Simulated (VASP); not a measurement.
# Bi (Im-3m) in VASP: a series of runs

Aim: see how the results for Bi move with the level of theory and the settings. Levels: b88 exchange, pbe correlation. Tasks: single point.

Everything below comes from runs of VASP 6.6.1. Logs are shortened: lines on timing, memory, paths and dates and some standing lists are left out, and cuts for length are marked.

## 1. The cell of the first run

The structure is cubic, space group Im-3m (No. 229). Conventional cell: a = 3.909 Å, b = 3.909 Å, c = 3.909 Å, α = 90.00°, β = 90.00°, γ = 90.00°. Bi (site symmetry m-3m) has 14 Bi at 3.39 to 3.91 Å within 4.5 Å.

This isn't the form of Bi at room conditions, which is rhombohedral.

## 2. Single point, b88 exchange, pbe correlation

INCAR

```
SYSTEM = Bi
PREC = Accurate
ENCUT = 500
EDIFF = 1E-6
ISMEAR = -1
SIGMA = 0.05
LREAL = .False.
LASPH = .True.
NELM = 120
ALGO = Normal
ISIF = 2
LWAVE = .False.
LCHARG = .False.
GGA = LIBXC
LIBXC1 = GGA_X_B88
LIBXC2 = GGA_C_PBE
NBANDS = 14
GGA_COMPAT = .False.
```

KPOINTS

```
Automatic mesh
0
Gamma
  9 9 9
  0 0 0
```

POSCAR

```
Bi
1.0
   -1.9546511608      1.9546511608      1.9546511608
    1.9546511608     -1.9546511608      1.9546511608
    1.9546511608      1.9546511608     -1.9546511608
Bi
1
Direct
    0.0000000000      0.0000000000      0.0000000000
```

Potentials or basis: VASP PAW PBE potentials, release 64 (Bi_d).

Launch:

```
$ cat potpaw_PBE.64/Bi_d/POTCAR > POTCAR
$ mpirun -np 1 vasp_std > vasp.out
```

OUTCAR:

```text
SYSTEM = Bi
   PREC = Accurate
   ENCUT = 500
   EDIFF = 1E-6
   ISMEAR = -1
   LREAL = .False.
   LASPH = .True.
   NELM = 120
   ISIF = 2
   GGA = LIBXC

 ion  position               nearest neighbor table
   1  0.000  0.000  0.000-

  LATTYP: Found a body centered cubic cell.
 ALAT       =     3.9093023216

  Lattice vectors:

 A1 = (  -1.9546511608,   1.9546511608,   1.9546511608)
 A2 = (   1.9546511608,  -1.9546511608,   1.9546511608)
 A3 = (   1.9546511608,   1.9546511608,  -1.9546511608)

Analysis of symmetry for initial positions (statically):
=====================================================================
 Subroutine PRICEL returns:
 Original cell was already a primitive cell.

 Routine SETGRP: Setting up the symmetry group for a
 body centered cubic supercell.

 Subroutine GETGRP returns: Found 48 space group operations
 (whereof 48 operations were pure point group operations)
 out of a pool of 48 trial point group operations.

The static configuration has the point symmetry O_h .

Analysis of symmetry for dynamics (positions and initial velocities):
=====================================================================
 Subroutine PRICEL returns:
 Original cell was already a primitive cell.

 Routine SETGRP: Setting up the symmetry group for a
 body centered cubic supercell.

 Subroutine GETGRP returns: Found 48 space group operations
 (whereof 48 operations were pure point group operations)
 out of a pool of 48 trial point group operations.

The dynamic configuration has the point symmetry O_h .

 Subroutine INISYM returns: Found 48 space group operations
 (whereof 48 operations are pure point group operations),
 and found     1 'primitive' translations

----------------------------------------------------------------------------------------

                                     Primitive cell

  volume of cell :      29.8722

  direct lattice vectors                    reciprocal lattice vectors
    -1.954651161  1.954651161  1.954651161     0.000000000  0.255800119  0.255800119
     1.954651161 -1.954651161  1.954651161     0.255800119  0.000000000  0.255800119
     1.954651161  1.954651161 -1.954651161     0.255800119  0.255800119  0.000000000

  length of vectors
     3.385555122  3.385555122  3.385555122     0.361755998  0.361755998  0.361755998

  position of ions in fractional coordinates (direct lattice)
     0.000000000  0.000000000  0.000000000

  ion indices of the primitive-cell ions
   primitive index   ion index
                 1           1

----------------------------------------------------------------------------------------

 KPOINTS: Automatic mesh

Automatic generation of k-mesh.
 Grid dimensions read from file:
 generate k-points for:    9    9    9

 Generating k-lattice:

  Cartesian coordinates                     Fractional coordinates (reciprocal lattice)
     0.000000000  0.028422235  0.028422235     0.111111111  0.000000000  0.000000000
     0.028422235  0.000000000  0.028422235     0.000000000  0.111111111  0.000000000
     0.028422235  0.028422235  0.000000000     0.000000000  0.000000000  0.111111111

  Length of vectors
     0.040195111  0.040195111  0.040195111

  Shift w.r.t. Gamma in fractional coordinates (k-lattice)
     0.000000000  0.000000000  0.000000000

 Subroutine IBZKPT returns following result:
 ===========================================

 Found     35 irreducible k-points:

 Following reciprocal coordinates:
            Coordinates               Weight
  0.000000  0.000000  0.000000      1.000000
  0.111111  0.000000  0.000000     12.000000
  0.222222  0.000000  0.000000     12.000000
  0.333333  0.000000  0.000000     12.000000
  0.444444  0.000000  0.000000     12.000000
  0.111111  0.111111  0.000000     24.000000
[... 16 lines left out ...]
 -0.333333  0.444444  0.111111     48.000000
 -0.444444 -0.444444  0.111111     24.000000
 [... further k-points ...]
   k-points           NKPTS =     35   k-points in BZ     NKDIM =     35   number of bands    NBANDS=     14
   number of dos      NEDOS =    301   number of ions     NIONS =      1
   total plane-waves  NPLWV =  21952
   dimension x,y,z NGX =    28 NGY =   28 NGZ =   28
   dimension x,y,z NGXF=    56 NGYF=   56 NGZF=   56
   ions per type =               1
   NGX,Y,Z   is equivalent  to a cutoff of  13.75, 13.75, 13.75 a.u.
   NGXF,Y,Z  is equivalent  to a cutoff of  27.50, 27.50, 27.50 a.u.
 SYSTEM =  Bi
   PREC   = accura    normal or accurate (medium, high low for compatibility)
   ISTART =      0    job   : 0-new  1-cont  2-samecut
   ICHARG =      2    charge: 1-file 2-atom 10-const
   ISPIN  =      1    spin polarized calculation?
   LNONCOLLINEAR =      F non collinear calculations
   LSORBIT =      F    spin-orbit coupling
   LASPH  =      T    aspherical Exc in radial PAW
   ENCUT  =  500.0 eV  36.75 Ry    6.06 a.u.   6.17  6.17  6.17*2*pi/ulx,y,z
   NELM   =    120;   NELMIN=  2; NELMDL= -5     # of ELM steps
   EDIFF  = 0.1E-05   stopping-criterion for ELM
   LREAL  =      F    real-space projection
   EDIFFG = 0.1E-04   stopping-criterion for IOM
   NSW    =      0    number of steps for IOM
   IBRION =     -1    ionic relax: 0-MD 1-quasi-New 2-CG
   NFREE  =      0    steps in history (QN), initial steepest desc. (CG)
   ISIF   =      2    stress and relaxation
   ISYM   =      2    0-nonsym 1-usesym 2-fastsym
   POTIM  = 0.5000    time-step for ionic-motion
   TEBEG  =    0.0;   TEEND  =   0.0 temperature during run
   PSTRESS=    0.0 pullay stress
   NELECT =      15.0000    total number of electrons
   NUPDOWN=      -1.0000    fix difference up-down
   EMIN   =  10.00;   EMAX   =-10.00  energy-range for DOS
   EFERMI =   0.00;   METHOD = LEGACY
   ISMEAR =    -1;   SIGMA  =   0.05  broadening in eV -4-tet -1-fermi 0-gaus
   EFERMI_NEDOS =   21; number of points for ismear=-14 and -15
   IALGO  =     38    algorithm
   IMIX   =      4    mixing-type and parameters
     AMIX     =   0.40;   BMIX     =  1.00
     AMIX_MAG =   1.60;   BMIX_MAG =  1.00
  volume/ion in A,a.u.               =      29.87       201.59
  Fermi-wavevector in a.u.,A,eV,Ry     =   1.301216  2.458941 23.036875  1.693163
  Thomas-Fermi vector in A             =   2.432364
   LORBIT       =      0    0 simple, 1 ext, 2 COOP (PROOUT), +10 PAW based schemes
   GGA     = LIBXC    functional components
   LHFCALC =     F    Hartree Fock is set to
   AEXX    =    0.0000 exact exchange contribution
   IVDW    =     0    specifies the selected vdW correction
   LEPSILON=     F    determine dielectric tensor
   LRPA    =     F    only Hartree local field effects (RPA)
 non-spin polarized calculation
  energy-cutoff  :      500.00
  volume of cell :       29.87
 maximum number of plane-waves:       767
 NGX is ok and might be reduce to    28
   NGX = 13   NGY = 13   NGZ = 13

 number of electron      15.0000001 magnetization

 Free energy of the ion-electron system (eV)
  ---------------------------------------------------
  ext. energy  EPLUGINS =         0.00000000
  ---------------------------------------------------
  free energy    TOTEN  =        -3.63257802 eV

  energy without entropy =       -3.62826520  energy(sigma->0) =       -3.63042161

 E-fermi :   8.4681     XC(G=0): -10.5133

 val. band max:        8.4393364247   @ k =   0.2222   0.0000   0.0000
 cond. band min:       8.4811735485   @ k =  -0.2222   0.2222   0.1111
 fundamental gap:      0.0418371239
 Fermi energy:         8.4680669721

 k-point     1 :       0.0000    0.0000    0.0000
  band No.  band energies     occupation
      1     -14.6794      2.00000
      2     -14.6794      2.00000
      3     -14.6794      2.00000
      4     -14.5323      2.00000
      5     -14.5323      2.00000
      6      -5.4353      2.00000
      7      13.7784      0.00000
      8      13.7784      0.00000
      9      13.7784      0.00000
     10      18.0932      0.00000
     11      18.9111      0.00000
     12      18.9111      0.00000
     13      18.9111      0.00000
     14      20.3393      0.00000

 k-point     2 :       0.1111    0.0000    0.0000
  band No.  band energies     occupation
      1     -14.6848      2.00000
      2     -14.6705      2.00000
      3     -14.6517      2.00000
      4     -14.5384      2.00000
      5     -14.5333      2.00000
      6      -5.1994      2.00000
      7      11.6980      0.00000
      8      13.0929      0.00000
      9      13.5540      0.00000
     10      17.3407      0.00000
     11      18.0584      0.00000
     12      18.6788      0.00000
     13      19.5547      0.00000
     14      21.3058      0.00000

 k-point     3 :       0.2222    0.0000    0.0000
  band No.  band energies     occupation
      1     -14.6985      2.00000
      2     -14.6532      2.00000
      3     -14.5811      2.00000
      4     -14.5500      2.00000
      5     -14.5358      2.00000
      6      -4.5063      2.00000
      7       8.4393      1.27965
      8      11.8058      0.00000
      9      12.9795      0.00000
     10      15.9083      0.00000
     11      17.0976      0.00000
     12      18.8914      0.00000
     13      20.6180      0.00000
     14      23.4006      0.00000
[... 324 lines left out ...]
 k-point    23 :      -0.3333    0.4444    0.1111
  band No.  band energies     occupation
      1     -14.6654      2.00000
      2     -14.6256      2.00000
      3     -14.5720      2.00000
      4     -14.5510      2.00000
      5     -14.4748      2.00000
      6      -2.3306      2.00000
      7       4.7967      2.00000
      8       7.8754      1.99999
      9      11.2289      0.00000
     10      15.7877      0.00000
     11      16.7771      0.00000
     12      19.9819      0.00000
     13      20.2381      0.00000
     14      23.9921      0.00000

 k-point    24 :      -0.4444   -0.4444    0.1111
  band No.  band energies     occupation
      1     -14.6684      2.00000
      2     -14.6299      2.00000
      3     -14.5793      2.00000
      4     -14.5380      2.00000
      5     -14.4528      2.00000
      6      -1.7144      2.00000
      7       3.8142      2.00000
      8       7.4937      2.00000
      9      11.1481      0.00000
     10      15.9498      0.00000
     11      17.4207      0.00000
     12      18.4516      0.00000
     13      20.0131      0.00000
     14      26.3953      0.00000

 [... further k-points ...]

------------------------ aborting loop because EDIFF is reached ----------------------------------------

  FORCE on cell =-STRESS in cart. coord.  units (eV):
  Direction    XX          YY          ZZ          XY          YZ          ZX
  --------------------------------------------------------------------------------------
  -------------------------------------------------------------------------------------
  Total        0.5900437      0.5900437      0.5900437      0.0000000      0.0000000      0.0000000
  in kB       31.6465951     31.6465951     31.6465951      0.0000000      0.0000000      0.0000000
  external PRESSURE =      31.6465951 kB  Pullay stress =       0.0000000 kB

 VOLUME and BASIS-vectors are now :
 -----------------------------------------------------------------------------
  energy-cutoff  :      500.00
  volume of cell :       29.87
      direct lattice vectors                 reciprocal lattice vectors
    -1.954651161  1.954651161  1.954651161     0.000000000  0.255800119  0.255800119
     1.954651161 -1.954651161  1.954651161     0.255800119  0.000000000  0.255800119
     1.954651161  1.954651161 -1.954651161     0.255800119  0.255800119  0.000000000

 POSITION                                       TOTAL-FORCE (eV/Angst)
 -----------------------------------------------------------------------------------
      0.00000      0.00000      0.00000         0.000000      0.000000      0.000000
 -----------------------------------------------------------------------------------
    total drift:                               -0.000000     -0.000000     -0.000000

  FREE ENERGIE OF THE ION-ELECTRON SYSTEM (eV)
  ---------------------------------------------------
  free  energy   TOTEN  =        -3.6325780180 eV

  energy  without entropy=       -3.6282652029  energy(sigma->0) =       -3.63042161
```

Run time: 23 s. Hardware: 1 thread of Intel Xeon Platinum 8259CL at 2.50GHz (Skylake/Cascade Lake), shared host; peak memory 0.15 GiB.

Results:

```yaml
Free_energy: -3.6326 eV
Pressure: 3.2 GPa
Band_gap_on_the_k_mesh: zero (an odd number of electrons rules out a gap without spin polarisation)
```

Levels at points of the mesh, in eV from the Fermi level:
```csv
k point,band 3,band 4,band 5,band 6,band 7,band 8,band 9,band 10,band 11,band 12
"(0.00, 0.00, 0.00)",-23.15,-23.00,-23.00,-13.90,5.31,5.31,5.31,9.63,10.44,10.44
```

Caveat: the cell stands under pressure; the PAW data sets were made with another functional, which shifts forces and pressure a little; spin-orbit coupling is left out, which moves the levels of the heavy elements.

## 3. Single point, b88 exchange, pbe correlation

This run uses another cell than the first one, of 30.49 Å³/atom.

INCAR

```
SYSTEM = Bi
PREC     = Accurate       ! precision mode
ENCUT    = 500            ! plane-wave cutoff, eV
EDIFF    = 1E-6           ! SCF threshold, eV
ISMEAR   = -1             ! smearing method
SIGMA    = 0.05           ! smearing width, eV
LREAL    = .False.        ! projectors in reciprocal space
LASPH    = .True.         ! aspherical terms in the spheres
NELM     = 120            ! most SCF steps
ALGO     = Normal         ! electronic algorithm
ISIF     = 2              ! what is computed and relaxed
LWAVE    = .False.        ! write WAVECAR
LCHARG   = .False.        ! write CHGCAR
GGA      = LIBXC          ! functional
LIBXC1   = GGA_X_B88    
LIBXC2   = GGA_C_PBE    
NBANDS   = 14             ! bands
GGA_COMPAT= .False.
```

KPOINTS

```
regular mesh
0
Gamma
  9 9 9
  0 0 0
```

POSCAR

```
Bi
1.0
   -1.9681319396      1.9681319396      1.9681319396
    1.9681319396     -1.9681319396      1.9681319396
    1.9681319396      1.9681319396     -1.9681319396
Bi
1
Direct
    0.0000000000      0.0000000000      0.0000000000
```

Potentials or basis: VASP PAW PBE potentials, release 64 (Bi_d).

Launch:

```
$ cat potpaw_PBE.64/Bi_d/POTCAR > POTCAR
$ mpirun -np 1 vasp_std > vasp.out
```

It took 25 s on 1 thread of Intel Xeon Platinum 8259CL at 2.50GHz (Skylake/Cascade Lake), shared host; peak memory 0.15 GiB.

Results (log left out):

| Item | Value |
| --- | --- |
| Free energy | -3.6426 eV |
| Pressure | 1.9 GPa |
| Band gap on the k mesh | zero (an odd number of electrons rules out a gap without spin polarisation) |

Levels at points of the mesh, in eV from the Fermi level:
```tsv
k point	band 5	band 6	band 7	band 8	band 9	band 10
(0.00, 0.00, 0.00)	-22.96	-13.72	5.19	5.19	5.19	9.38
```

Caveat: the PAW data sets were made with another functional, which shifts forces and pressure a little; spin-orbit coupling is left out, which moves the levels of the heavy elements.

(Continued in part 2 of 2.)
